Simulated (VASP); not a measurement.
# Y2As (Fm-3m) in VASP: notebook, part 2 of 2

VASP 6.6.1. The steps go on from the part before.

**3. Relaxation of cell and atoms, PBE**

This run uses another cell than the first one, of 26.38 Å³/atom, 0.997 times its volume.

Contents of INCAR:

```
SYSTEM = Y2As
  PREC = Accurate
  ENCUT = 600
  EDIFF = 1E-6
  ISMEAR = 0
  SIGMA = 0.1
  LREAL = .FALSE.
  LASPH = .TRUE.
  NELM = 100
  ALGO = Fast
  ISIF = 3
  LWAVE = .FALSE.
  LCHARG = .FALSE.
  GGA = PE
  IBRION = 2
  NSW = 100
  EDIFFG = -0.01
```

Contents of KPOINTS:

```
regular mesh
0
G
  12 12 12
  0 0 0
```

Contents of POSCAR:

```
Y2As
1.0
    0.0000000000      3.4077057024      3.4077057024
    3.4077057024      0.0000000000      3.4077057024
    3.4077057024      3.4077057024      0.0000000000
Y As
2 1
Direct
    0.2500000000      0.2500000000      0.2500000000
    0.7500000000      0.7500000000      0.7500000000
    0.0000000000      0.0000000000      0.0000000000
```

Potentials or basis: VASP PAW PBE potentials, release 64 (Y_sv, As).

Command:

```bash
$ cat potpaw_PBE.64/Y_sv/POTCAR potpaw_PBE.64/As/POTCAR > POTCAR
$ mpirun -np 1 vasp_std > vasp.out
```

OUTCAR:

```text
SYSTEM = Y2As
   PREC = Accurate
   ENCUT = 600
   EDIFF = 1E-6
   ISMEAR = 0
   LREAL = .FALSE.
   LASPH = .TRUE.
   NELM = 100
   ISIF = 3
   GGA = PE
   IBRION = 2
   NSW = 100
   EDIFFG = -0.01

 ion  position               nearest neighbor table
   1  0.250  0.250  0.250-   3 2.95   3 2.95   3 2.95   3 2.95   2 3.41   2 3.41   2 3.41   2 3.41
                             2 3.41   2 3.41
   2  0.750  0.750  0.750-   3 2.95   3 2.95   3 2.95   3 2.95   1 3.41   1 3.41   1 3.41   1 3.41
                             1 3.41   1 3.41
   3  0.000  0.000  0.000-   2 2.95   2 2.95   2 2.95   1 2.95   2 2.95   1 2.95   1 2.95   1 2.95

  LATTYP: Found a face centered cubic cell.
 ALAT       =     6.8154114048

  Lattice vectors:

 A1 = (   0.0000000000,   3.4077057024,   3.4077057024)
 A2 = (   3.4077057024,   0.0000000000,   3.4077057024)
 A3 = (   3.4077057024,   3.4077057024,   0.0000000000)

Analysis of symmetry for initial positions (statically):
=====================================================================
 Subroutine PRICEL returns:
 Original cell was already a primitive cell.

 Routine SETGRP: Setting up the symmetry group for a
 face centered cubic supercell.

 Subroutine GETGRP returns: Found 48 space group operations
[... 177 lines left out ...]
  Total        0.1022932      0.1022932      0.1022932      0.0000000     -0.0000000      0.0000000
  in kB        2.0708147      2.0708147      2.0708147      0.0000000     -0.0000000      0.0000000
  external PRESSURE =       2.0708147 kB  Pullay stress =       0.0000000 kB
[... 61 lines left out ...]
--------------------------------------- Ionic step        3  -------------------------------------------

 number of electron      27.0000000 magnetization

 Free energy of the ion-electron system (eV)
  ---------------------------------------------------
  ext. energy  EPLUGINS =         0.00000000
  ---------------------------------------------------
  free energy    TOTEN  =       -19.92958122 eV

  energy without entropy =      -19.91425232  energy(sigma->0) =      -19.92191677

 E-fermi :   4.4437     XC(G=0):  -9.8498

 val. band max:        4.4377253589   @ k =   0.4167   0.3333   0.0000
 cond. band min:       4.4546482330   @ k =   0.5000   0.3333   0.0833
 fundamental gap:      0.0169228741
 Fermi energy:         4.4436693285

 k-point     1 :       0.0000    0.0000    0.0000
  band No.  band energies     occupation
      1     -38.4921      2.00000
      2     -38.3688      2.00000
      3     -18.6601      2.00000
      4     -18.6601      2.00000
      5     -18.6601      2.00000
      6     -18.2986      2.00000
[... 457 lines left out ...]
      4     -18.5934      2.00000
      5     -18.5696      2.00000
      6     -18.4326      2.00000
[... 9 lines left out ...]
     16       5.6505      0.00000
     17       5.8830      0.00000

 [... further k-points ...]

------------------------ aborting loop because EDIFF is reached ----------------------------------------

  FORCE on cell =-STRESS in cart. coord.  units (eV):
  Direction    XX          YY          ZZ          XY          YZ          ZX
  --------------------------------------------------------------------------------------
  -------------------------------------------------------------------------------------
  Total       -0.0141899     -0.0141899     -0.0141899      0.0000000     -0.0000000      0.0000000
  in kB       -0.2863129     -0.2863129     -0.2863129      0.0000000     -0.0000000      0.0000000
  external PRESSURE =      -0.2863129 kB  Pullay stress =       0.0000000 kB
[... 18 lines left out ...]
  FREE ENERGIE OF THE ION-ELECTRON SYSTEM (eV)
  ---------------------------------------------------
  free  energy   TOTEN  =       -19.9295812181 eV

  energy  without entropy=      -19.9142523206  energy(sigma->0) =      -19.92191677

 reached required accuracy - stopping structural energy minimisation
```

It took 10 min on 1 thread of AMD EPYC 7R13, shared host; peak memory 0.37 GiB.

Results:

```
Free energy                            : -19.9296 eV
Relaxed volume                         : 26.47 Å³/atom
Relaxed cell                           : a = 4.825 Å, b = 4.825 Å, c = 4.825 Å, α = 60.00°, β = 60.00°, γ = 60.00°
Space group after relaxing (to 0.05 Å) : Fm-3m (No. 225)
Energy gained by relaxing              : 0.1 meV/atom
Ionic steps                            : 3
Pressure after relaxing                : 0.0 GPa
```

Step by step:
```
step  energy change (eV)  largest force (eV/Å)  pressure (GPa)  volume (Å³)
   1              0.0000                0.0000            0.21        79.14
   2             -0.0001                0.0000           -0.11        79.53
   3             -0.0002                0.0000           -0.03        79.41
```

Final structure:
```xyz
3
Lattice="0.0000 3.4115 3.4115 3.4115 0.0000 3.4115 3.4115 3.4115 0.0000" Properties=species:S:1:pos:R:3 pbc="T T T"
Y     1.7057    1.7057    1.7057
Y     5.1172    5.1172    5.1172
As    0.0000    0.0000    0.0000
```

Levels at points of the mesh, in eV from the Fermi level:
```csv
k point,band 12,band 13,band 14,band 15,band 16,band 17
"(0.00, 0.00, 0.00)",-3.82,-0.92,-0.92,-0.87,4.05,4.06
"(0.50, 0.00, 0.00)",-3.22,0.43,0.43,0.67,1.10,1.80
"(0.50, 0.50, 0.00)",-2.70,-1.42,-0.54,-0.06,2.31,2.31
```
